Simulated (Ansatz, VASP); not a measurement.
## Si2Ag2Pt in VASP and in Ansatz

Contents of INCAR:

```
PREC     = Accurate       # precision mode
ENCUT    = 520            # plane-wave cutoff, eV
EDIFF    = 1E-7           # SCF threshold, eV
ISMEAR   = -1             # smearing method
SIGMA    = 0.141          # smearing width, eV
LREAL    = F              # projectors in reciprocal space
LASPH    = T              # aspherical terms in the spheres
NELM     = 100            # most SCF steps
ALGO     = Normal         # electronic algorithm
ISIF     = 2              # what is computed and relaxed
LWAVE    = F              # write WAVECAR
LCHARG   = F              # write CHGCAR
GGA      = PE             # functional
NBANDS   = 28             # bands
```

File KPOINTS:

```
Automatic mesh
0
Gamma
  9 9 9
```

The input POSCAR:

```
Si2Ag2Pt
1.0
    0.0000000000      3.9688150000      0.0000000000
    3.9688150000      0.0000000000      0.0000000000
    1.9844080000      1.9844080000     -5.1521180000
Pt Si Ag
1 2 2
Direct
    0.0000000000      0.0000000000      0.0000000000
    0.3963000000      0.3963000000      0.2074000000
    0.6037000000      0.6037000000      0.7926000000
    0.7500000000      0.2500000000      0.5000000000
    0.2500000000      0.7500000000      0.5000000000
```

Input for Ansatz:

```yaml
crystal:
  lattice:
    - [0.0, 3.968815, 0.0]
    - [3.968815, 0.0, 0.0]
    - [1.984408, 1.984408, -5.152118]
  atoms:
    - { symbol: Pt, position: [0.0, 0.0, 0.0] }
    - { symbol: Si, position: [0.3963, 0.3963, 0.2074] }
    - { symbol: Si, position: [0.6037, 0.6037, 0.7926] }
    - { symbol: Ag, position: [0.75, 0.25, 0.5] }
    - { symbol: Ag, position: [0.25, 0.75, 0.5] }
  symmetry: { tolerance: 0.0003 }
kpoints:
  mp_grid: { grid: [9, 9, 9], shift: [0, 0, 0] }
  band_path:
    path:
      - [0.0, 0.0, 0.0]
      - [0.5, 0.5, 0.5]
      - [0.5, 0.5, 0.25]
      - [0.0, 0.5, 0.0]
      - [0.0, 0.0, 0.0]
      - [0.0, 0.0, -0.5]
      - [0.0, 0.42582456, -0.28708772]
      - [0.0, 0.57417544, 0.28708772]
      - [0.0, 0.0, 0.0]
      - [0.5, 0.5, 0.5]
      - [0.42582456, 0.57417544, 0.5]
    npoints: 6
magnetization:
  spin_polarized: false
scf:
  occupations: { method: fermi_dirac, width: 0.141 }
  lower_state_search: "off"
  max_iter: 200
hamiltonian:
  pseudopotentials: { kind: paw }
  xc: pbe
basis:
  ecutwfc: 420
  fft_grid_basis: typed
output:
  forces: true
  stress: true
  eigenvalues: true
  bader: true
  populations: true
  elf: true
  write_potential: true
  volumetric_format: npy
  dos:
    e_range: [-12, 8]
    de: 0.05
    projected: { site_lists: { Ag: [Ag], Pt: [Pt], Si: [Si] } }
checkpoint:
  read: saved_state
```

Alike in both runs: task single point; functional PBE; k mesh 9 × 9 × 9; occupations fermi-dirac, width 0.141 eV; no spin polarisation.

|  | VASP | Ansatz |
| --- | --- | --- |
| version | VASP 6.6.1 | Ansatz 0.2.0 |
| potentials or method | VASP PAW PBE potentials, release 64 (Pt, Si, Ag), cutoff 520 eV | PAW plane waves |
| valence electrons in the cell | 40 | 64 |

Ansatz gave:

* pressure (GPa): 8.4
* traceless stress, the component that is largest in VASP (GPa): 4.63
* rms of the force components (eV/Å): 0.227

What did VASP give for the same quantities?

Pressure (GPa): 8.3; traceless stress, the component that is largest in VASP (GPa): 4.72; rms of the force components (eV/Å): 0.231.

Atom by atom the forces differ by 0.004 eV/Å (rms over components). The functional is the same, so the differences come from potentials, cutoffs and numerics. VASP's potentials hold 40 valence electrons a cell and Ansatz's 64, so a difference there can come from the potentials and not from the codes.

Neither program's run includes spin-orbit coupling.
